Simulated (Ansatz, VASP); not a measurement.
## Two plane-wave programs on SnGe2

```xyz
6
Lattice="-2.7213 2.7213 4.5315 2.7213 -2.7213 4.5315 2.7213 2.7213 -4.5315" Properties=species:S:1:pos:R:3 pbc="T T T"
Sn    0.0000    2.7213    3.8488
Sn    0.0000    2.7213    0.6827
Ge    2.7213    0.0000    2.2657
Ge    0.0000    0.0000    6.1944
Ge    0.0000    0.0000    2.8686
Ge    0.0000    0.0000    0.0000
```

Alike in both runs: functional PBE; k mesh 10 × 10 × 10; occupations gaussian, width 0.1 eV; no spin polarisation.

Ansatz relaxed the structure, and its values are those at the end. VASP's run is a single point on that final structure, the one shown.

|  | VASP | Ansatz |
| --- | --- | --- |
| version | VASP 6.6.1 | Ansatz 0.2.0 |
| potentials or method | VASP PAW PBE potentials, release 64 (Sn_d, Ge_d), cutoff 520 eV | scalar-relativistic, plane waves, PAW |
| valence electrons in the cell | 84 | 84 |

|  | VASP | Ansatz | Ansatz less VASP |
| --- | --- | --- | --- |
| gap on the k mesh at the Fermi level (eV) | none | none | - |
| pressure (GPa) | 0.0 | 0.0 | +0.03 |

A gap of «none» marks a metal or a gap that the smearing closes. With one functional, cell and mesh, what is left measures potentials, basis and numerics.
